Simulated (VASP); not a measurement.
# BaS (Fm-3m) in VASP: a series of runs

BaS is run at these levels: PBEsol; tasks: single point.

All numbers are computed with VASP 6.6.1; they aren't measurements. Logs are shortened: lines on timing, memory, paths and dates and some standing lists are left out, and cuts for length are marked.

## Step 1: The cell of the first run

The structure is cubic, space group Fm-3m (No. 225). Conventional cell: a = 6.388 Å, b = 6.388 Å, c = 6.388 Å, α = 90.00°, β = 90.00°, γ = 90.00°. Ba (site symmetry m-3m) has 6 S at 3.19 Å within 4.2 Å. S (site symmetry m-3m) has 6 Ba at 3.19 Å within 4.2 Å.

## Step 2: Single point, PBEsol

Input file INCAR:

```
  PREC = Accurate
  ENCUT = 520
  EDIFF = 1E-6
  ISMEAR = 0
  SIGMA = 0.05
  LREAL = False
  LASPH = True
  NELM = 100
  ALGO = Normal
  ISIF = 2
  LWAVE = False
  LCHARG = False
  GGA = PS
  NBANDS = 15
```

Input file KPOINTS:

```
Automatic mesh
0
Gamma
  10 10 10
```

Input file POSCAR:

```
BaS
1.0
    0.0000000000      3.1937508250      3.1937508250
    3.1937508250      0.0000000000      3.1937508250
    3.1937508250      3.1937508250      0.0000000000
Ba S
1 1
Direct
    0.5000000000      0.5000000000      0.5000000000
    0.0000000000      0.0000000000      0.0000000000
```

Potentials or basis: VASP PAW PBE potentials, release 64 (Ba_sv, S).

Run with:

```sh
cat potpaw_PBE.64/Ba_sv/POTCAR potpaw_PBE.64/S/POTCAR > POTCAR
mpirun -np 1 vasp_std > vasp.out
```

OUTCAR:

```text
PREC = Accurate
   ENCUT = 520
   EDIFF = 1E-6
   ISMEAR = 0
   LREAL = False
   LASPH = True
   NELM = 100
   ISIF = 2
   GGA = PS

 ion  position               nearest neighbor table
   1  0.500  0.500  0.500-   2 3.19   2 3.19   2 3.19   2 3.19   2 3.19   2 3.19
   2  0.000  0.000  0.000-   1 3.19   1 3.19   1 3.19   1 3.19   1 3.19   1 3.19

  LATTYP: Found a face centered cubic cell.
 ALAT       =     6.3875016500

  Lattice vectors:

 A1 = (   0.0000000000,   3.1937508250,   3.1937508250)
 A2 = (   3.1937508250,   0.0000000000,   3.1937508250)
 A3 = (   3.1937508250,   3.1937508250,   0.0000000000)

Analysis of symmetry for initial positions (statically):
=====================================================================
 Subroutine PRICEL returns:
 Original cell was already a primitive cell.

 Routine SETGRP: Setting up the symmetry group for a
 face centered cubic supercell.

 Subroutine GETGRP returns: Found 48 space group operations
 (whereof 48 operations were pure point group operations)
 out of a pool of 48 trial point group operations.

The static configuration has the point symmetry O_h .

Analysis of symmetry for dynamics (positions and initial velocities):
=====================================================================
 Subroutine PRICEL returns:
 Original cell was already a primitive cell.

 Routine SETGRP: Setting up the symmetry group for a
 face centered cubic supercell.

 Subroutine GETGRP returns: Found 48 space group operations
 (whereof 48 operations were pure point group operations)
 out of a pool of 48 trial point group operations.

The dynamic configuration has the point symmetry O_h .

 Subroutine INISYM returns: Found 48 space group operations
 (whereof 48 operations are pure point group operations),
 and found     1 'primitive' translations

----------------------------------------------------------------------------------------

                                     Primitive cell

  volume of cell :      65.1528

  direct lattice vectors                    reciprocal lattice vectors
     0.000000000  3.193750825  3.193750825    -0.156555733  0.156555733  0.156555733
     3.193750825  0.000000000  3.193750825     0.156555733 -0.156555733  0.156555733
     3.193750825  3.193750825  0.000000000     0.156555733  0.156555733 -0.156555733

  length of vectors
     4.516645732  4.516645732  4.516645732     0.271162483  0.271162483  0.271162483

  position of ions in fractional coordinates (direct lattice)
     0.500000000  0.500000000  0.500000000
     0.000000000  0.000000000  0.000000000

  ion indices of the primitive-cell ions
   primitive index   ion index
                 1           1
                 2           2

----------------------------------------------------------------------------------------

 KPOINTS: Automatic mesh

Automatic generation of k-mesh.
 Grid dimensions read from file:
 generate k-points for:   10   10   10

 Generating k-lattice:

  Cartesian coordinates                     Fractional coordinates (reciprocal lattice)
    -0.015655573  0.015655573  0.015655573     0.100000000  0.000000000  0.000000000
     0.015655573 -0.015655573  0.015655573     0.000000000  0.100000000  0.000000000
     0.015655573  0.015655573 -0.015655573     0.000000000  0.000000000  0.100000000

  Length of vectors
     0.027116248  0.027116248  0.027116248

  Shift w.r.t. Gamma in fractional coordinates (k-lattice)
     0.000000000  0.000000000  0.000000000

 Subroutine IBZKPT returns following result:
 ===========================================

 Found     47 irreducible k-points:

 Following reciprocal coordinates:
            Coordinates               Weight
  0.000000  0.000000  0.000000      1.000000
  0.100000  0.000000  0.000000      8.000000
  0.200000  0.000000  0.000000      8.000000
  0.300000  0.000000  0.000000      8.000000
  0.400000  0.000000  0.000000      8.000000
  0.500000  0.000000  0.000000      4.000000
[... 16 lines left out ...]
  0.300000  0.300000  0.000000      6.000000
  0.400000  0.300000  0.000000     24.000000
 [... further k-points ...]
   k-points           NKPTS =     47   k-points in BZ     NKDIM =     47   number of bands    NBANDS=     15
   number of dos      NEDOS =    301   number of ions     NIONS =      2
   total plane-waves  NPLWV =  46656
   dimension x,y,z NGX =    36 NGY =   36 NGZ =   36
   dimension x,y,z NGXF=    72 NGYF=   72 NGZF=   72
   ions per type =               1   1
   NGX,Y,Z   is equivalent  to a cutoff of  13.25, 13.25, 13.25 a.u.
   NGXF,Y,Z  is equivalent  to a cutoff of  26.50, 26.50, 26.50 a.u.
 SYSTEM =  unknown system
   PREC   = accura    normal or accurate (medium, high low for compatibility)
   ISTART =      0    job   : 0-new  1-cont  2-samecut
   ICHARG =      2    charge: 1-file 2-atom 10-const
   ISPIN  =      1    spin polarized calculation?
   LNONCOLLINEAR =      F non collinear calculations
   LSORBIT =      F    spin-orbit coupling
   LASPH  =      T    aspherical Exc in radial PAW
   ENCUT  =  520.0 eV  38.22 Ry    6.18 a.u.   8.40  8.40  8.40*2*pi/ulx,y,z
   NELM   =    100;   NELMIN=  2; NELMDL= -5     # of ELM steps
   EDIFF  = 0.1E-05   stopping-criterion for ELM
   LREAL  =      F    real-space projection
   EDIFFG = 0.1E-04   stopping-criterion for IOM
   NSW    =      0    number of steps for IOM
   IBRION =     -1    ionic relax: 0-MD 1-quasi-New 2-CG
   NFREE  =      0    steps in history (QN), initial steepest desc. (CG)
   ISIF   =      2    stress and relaxation
   ISYM   =      2    0-nonsym 1-usesym 2-fastsym
   POTIM  = 0.5000    time-step for ionic-motion
   TEBEG  =    0.0;   TEEND  =   0.0 temperature during run
   PSTRESS=    0.0 pullay stress
   NELECT =      16.0000    total number of electrons
   NUPDOWN=      -1.0000    fix difference up-down
   EMIN   =  10.00;   EMAX   =-10.00  energy-range for DOS
   EFERMI =   0.00;   METHOD = LEGACY
   ISMEAR =     0;   SIGMA  =   0.05  broadening in eV -4-tet -1-fermi 0-gaus
   EFERMI_NEDOS =   21; number of points for ismear=-14 and -15
   IALGO  =     38    algorithm
   IMIX   =      4    mixing-type and parameters
     AMIX     =   0.40;   BMIX     =  1.00
     AMIX_MAG =   1.60;   BMIX_MAG =  1.00
  volume/ion in A,a.u.               =      32.58       219.84
  Fermi-wavevector in a.u.,A,eV,Ry     =   1.025189  1.937326 14.299884  1.051012
  Thomas-Fermi vector in A             =   2.159016
   LORBIT       =      0    0 simple, 1 ext, 2 COOP (PROOUT), +10 PAW based schemes
   GGA     = PS    functional components
   LHFCALC =     F    Hartree Fock is set to
   AEXX    =    0.0000 exact exchange contribution
   IVDW    =     0    specifies the selected vdW correction
   LEPSILON=     F    determine dielectric tensor
   LRPA    =     F    only Hartree local field effects (RPA)
 non-spin polarized calculation
 Gauss-broadening in eV      SIGMA  =   0.05
  energy-cutoff  :      520.00
  volume of cell :       65.15
 maximum number of plane-waves:      1807
 NGX is ok and might be reduce to    36
   NGX = 17   NGY = 17   NGZ = 17

 number of electron      16.0000001 magnetization

 Free energy of the ion-electron system (eV)
  ---------------------------------------------------
  ext. energy  EPLUGINS =         0.00000000
  ---------------------------------------------------
  free energy    TOTEN  =       -10.71811797 eV

  energy without entropy =      -10.71811797  energy(sigma->0) =      -10.71811797

 E-fermi :   1.5647     XC(G=0):  -8.8231

 val. band max:        1.3417923237   @ k =   0.0000   0.0000   0.0000
 cond. band min:       3.3242039210   @ k =   0.5000   0.5000   0.0000
 fundamental gap:      1.9824115973
 Fermi energy:         1.5647470982

 k-point     1 :       0.0000    0.0000    0.0000
  band No.  band energies     occupation
      1     -24.6933      2.00000
      2      -9.7355      2.00000
      3      -9.7355      2.00000
      4      -9.7355      2.00000
      5      -9.0109      2.00000
      6       1.3418      2.00000
      7       1.3418      2.00000
      8       1.3418      2.00000
      9       4.7502      0.00000
     10       5.1264      0.00000
     11       5.1264      0.00000
     12       5.1264      0.00000
     13       6.0797      0.00000
     14       6.0797      0.00000
     15       9.8545      0.00000

 k-point     2 :       0.1000    0.0000    0.0000
  band No.  band energies     occupation
      1     -24.6889      2.00000
      2      -9.9631      2.00000
      3      -9.7394      2.00000
      4      -9.7394      2.00000
      5      -8.7745      2.00000
      6       1.0501      2.00000
      7       1.1978      2.00000
      8       1.1978      2.00000
      9       5.0520      0.00000
     10       5.2297      0.00000
     11       5.2789      0.00000
     12       5.2789      0.00000
     13       6.3800      0.00000
     14       6.3800      0.00000
     15      10.2719      0.00000

 k-point     3 :       0.2000    0.0000    0.0000
  band No.  band energies     occupation
      1     -24.6775      2.00000
      2     -10.3255      2.00000
      3      -9.7494      2.00000
      4      -9.7494      2.00000
      5      -8.3880      2.00000
      6       0.4533      2.00000
      7       0.8743      2.00000
      8       0.8743      2.00000
      9       5.2012      0.00000
     10       5.7132      0.00000
     11       5.7132      0.00000
     12       6.0854      0.00000
     13       7.1733      0.00000
     14       7.1733      0.00000
     15      11.3264      0.00000

 k-point     4 :       0.3000    0.0000    0.0000
  band No.  band energies     occupation
      1     -24.6634      2.00000
      2     -10.6338      2.00000
      3      -9.7617      2.00000
      4      -9.7617      2.00000
      5      -8.0478      2.00000
      6      -0.1201      2.00000
      7       0.5448      2.00000
      8       0.5448      2.00000
      9       5.5278      0.00000
     10       6.3811      0.00000
     11       6.3811      0.00000
     12       7.0149      0.00000
     13       8.2493      0.00000
     14       8.2493      0.00000
     15      11.7760      0.00000
[... 307 lines left out ...]
 k-point    22 :      -0.2000    0.2000    0.0000
  band No.  band energies     occupation
      1     -24.6587      2.00000
      2     -10.5822      2.00000
      3      -9.8873      2.00000
      4      -9.7512      2.00000
      5      -8.0806      2.00000
      6      -0.1709      2.00000
      7       0.3956      2.00000
      8       0.9657      2.00000
      9       5.3877      0.00000
     10       6.0950      0.00000
     11       6.3159      0.00000
     12       7.3430      0.00000
     13       8.1141      0.00000
     14       9.2233      0.00000
     15      11.2988      0.00000

 k-point    23 :       0.3000    0.3000    0.0000
  band No.  band energies     occupation
      1     -24.6542      2.00000
      2     -10.3819      2.00000
      3      -9.8653      2.00000
      4      -9.8653      2.00000
      5      -8.4477      2.00000
      6       0.0710      2.00000
      7       1.1625      2.00000
      8       1.1625      2.00000
      9       3.7833      0.00000
     10       6.2219      0.00000
     11       6.7710      0.00000
     12       7.6407      0.00000
     13       7.6407      0.00000
     14       9.9866      0.00000
     15      11.6886      0.00000

 k-point    24 :       0.4000    0.3000    0.0000
  band No.  band energies     occupation
      1     -24.6454      2.00000
      2     -10.4127      2.00000
      3      -9.9097      2.00000
      4      -9.8844      2.00000
      5      -8.4885      2.00000
      6       0.2326      2.00000
      7       0.9958      2.00000
      8       1.0649      2.00000
      9       3.8019      0.00000
     10       6.7767      0.00000
     11       7.1957      0.00000
     12       8.1071      0.00000
     13       8.1790      0.00000
     14      10.0241      0.00000
     15      10.4119      0.00000

 [... further k-points ...]

------------------------ aborting loop because EDIFF is reached ----------------------------------------

  FORCE on cell =-STRESS in cart. coord.  units (eV):
  Direction    XX          YY          ZZ          XY          YZ          ZX
  --------------------------------------------------------------------------------------
  -------------------------------------------------------------------------------------
  Total       -0.2164225     -0.2164225     -0.2164225      0.0000000      0.0000000      0.0000000
  in kB       -5.3220608     -5.3220608     -5.3220608      0.0000000      0.0000000      0.0000000
  external PRESSURE =      -5.3220608 kB  Pullay stress =       0.0000000 kB

 VOLUME and BASIS-vectors are now :
 -----------------------------------------------------------------------------
  energy-cutoff  :      520.00
  volume of cell :       65.15
      direct lattice vectors                 reciprocal lattice vectors
     0.000000000  3.193750825  3.193750825    -0.156555733  0.156555733  0.156555733
     3.193750825  0.000000000  3.193750825     0.156555733 -0.156555733  0.156555733
     3.193750825  3.193750825  0.000000000     0.156555733  0.156555733 -0.156555733

 POSITION                                       TOTAL-FORCE (eV/Angst)
 -----------------------------------------------------------------------------------
      3.19375      3.19375      3.19375        -0.000000      0.000000      0.000000
      0.00000      0.00000      0.00000         0.000000     -0.000000     -0.000000
 -----------------------------------------------------------------------------------
    total drift:                                0.000000      0.000000      0.000000

  FREE ENERGIE OF THE ION-ELECTRON SYSTEM (eV)
  ---------------------------------------------------
  free  energy   TOTEN  =       -10.7181179705 eV

  energy  without entropy=      -10.7181179705  energy(sigma->0) =      -10.71811797
```

Wall time 16 s (1 thread of Intel Xeon 6975P-C (Granite Rapids), shared host); peak memory 0.22 GiB.

What came out:

```
Free energy            : -10.7181 eV
Pressure               : -0.5 GPa
Band gap on the k mesh : 1.98 eV, indirect (least direct gap 2.12 eV)
```

Levels at points of the mesh, in eV from the valence-band top:
| k point | band 6 | band 7 | band 8 | band 9 | band 10 | band 11 |
| --- | --- | --- | --- | --- | --- | --- |
| (0.00, 0.00, 0.00) | 0.00 | 0.00 | 0.00 | 3.41 | 3.78 | 3.78 |
| (0.50, 0.00, 0.00) | -2.00 | -1.11 | -1.11 | 5.47 | 5.52 | 6.26 |
| (0.50, 0.50, 0.00) | -0.54 | -0.14 | -0.14 | 1.98 | 5.90 | 5.92 |

Caveat: the PAW data sets were made with another functional, which shifts forces and pressure a little; spin-orbit coupling is left out, which moves the levels of the heavy elements. A k mesh can miss the band edges.

## Step 3: Single point, PBEsol, non-collinear spin, zero start, spin-orbit coupling (volume scaled by 0.96)

Input file INCAR:

```
SYSTEM = BaS
ALGO = Normal ; EDIFF = 1E-6
ENCUT = 520 ; GGA = PS
GGA_COMPAT = .False. ; ISIF = 2
ISMEAR = 0 ; LASPH = .True.
LCHARG = .True. ; LNONCOLLINEAR = .True.
LORBIT = 11 ; LORBMOM = .True.
LREAL = .False. ; LSORBIT = .True.
LVHAR = .True. ; LWAVE = .False.
MAGMOM = 0 0 0 0 0 0 ; NBANDS = 28
NELM = 150 ; PREC = Accurate
SIGMA = 0.05
```

Input file KPOINTS:

```
k-points
0
Gamma
  6 6 6
  0 0 0
```

Input file POSCAR:

```
BaS
1.0
    0.0000000000      3.1505867388      3.1505867388
    3.1505867388      0.0000000000      3.1505867388
    3.1505867388      3.1505867388      0.0000000000
Ba S
1 1
Direct
    0.5000000000      0.5000000000      0.5000000000
    0.0000000000      0.0000000000      0.0000000000
```

Potentials or basis: VASP PAW PBE potentials, release 64 (Ba_sv, S).

Run with:

```sh
cat potpaw_PBE.64/Ba_sv/POTCAR potpaw_PBE.64/S/POTCAR > POTCAR
mpirun -np 1 vasp_ncl > vasp.out
```

Run time: 45 s. Hardware: 1 thread of Intel Xeon 6975P-C (Granite Rapids), shared host; peak memory 0.37 GiB.

It converged, with:

| Item | Value |
| --- | --- |
| Free energy | -10.9077 eV |
| Pressure | 1.4 GPa |
| Net moment | 0.00 μB per cell |
| Valence electrons inside the program's atomic spheres | Ba 7.92; S 3.73 |

Moments on the atoms (μB; x, y, z):
```
Ba  0.00 0.00 0.00
S   0.00 0.00 0.00
```

Caveat: the PAW data sets were made with another functional, which shifts forces and pressure a little.

(Part 1 of 2 ends here.)
